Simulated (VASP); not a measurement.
A run of VASP 6.6.1:

File POSCAR:

```
Rb2CaYF6
1.0
    0.0000000000      4.4423930000      4.4423930000
    4.4423930000      0.0000000000      4.4423930000
    4.4423930000      4.4423930000      0.0000000000
F Ca Y Rb
6 1 1 2
Direct
    0.7560000000      0.2440000000      0.2440000000
    0.2440000000      0.7560000000      0.2440000000
    0.2440000000      0.7560000000      0.7560000000
    0.7560000000      0.2440000000      0.7560000000
    0.2440000000      0.2440000000      0.7560000000
    0.7560000000      0.7560000000      0.2440000000
    0.5000000000      0.5000000000      0.5000000000
    0.0000000000      0.0000000000      0.0000000000
    0.2500000000      0.2500000000      0.2500000000
    0.7500000000      0.7500000000      0.7500000000
```

Contents of INCAR.step1:

```
SYSTEM = Rb2CaYF6
ALGO = Normal
EDIFF = 1E-4
ENCUT = 520
GGA = PE
ISMEAR = -1
LASPH = .True.
LCHARG = .False.
LREAL = .False.
LWAVE = .True.
NBANDS = 52
NELM = 80
PREC = Accurate
SIGMA = 0.15
```

The input INCAR.step2:

```
SYSTEM = Rb2CaYF6
ALGO = Normal
EDIFF = 1E-6
ENCUT = 520
ISIF = 2
ISMEAR = -1
ISTART = 1
LASPH = .True.
LCHARG = .False.
LMIXTAU = .True.
LREAL = .False.
LWAVE = .False.
METAGGA = R2SCAN
NBANDS = 52
NELM = 80
PREC = Accurate
SIGMA = 0.15
```

Contents of KPOINTS:

```
k-points
0
Gamma
  4 4 4
  0 0 0
```

Potentials or basis: VASP PAW PBE potentials, release 64 (F, Ca_sv, Y_sv, Rb_sv).

Run with:

```bash
$ cat potpaw_PBE.64/F/POTCAR potpaw_PBE.64/Ca_sv/POTCAR potpaw_PBE.64/Y_sv/POTCAR potpaw_PBE.64/Rb_sv/POTCAR > POTCAR
$ cp INCAR.step1 INCAR
$ mpirun -np 1 vasp_std > vasp.out
$ cp INCAR.step2 INCAR
$ mpirun -np 1 vasp_std > vasp.out
```

Hardware: 1 thread of Intel(R) Xeon(R) Platinum 8259CL CPU @ 2.50GHz (Skylake/Cascade Lake) (shared host).

Question: How long does it take, and how much memory?

Answer: Run time: 8.2 min on 1 thread of Intel(R) Xeon(R) Platinum 8259CL CPU @ 2.50GHz (Skylake/Cascade Lake), on a shared host, peak memory 0.41 GiB. Counts: k points 8.
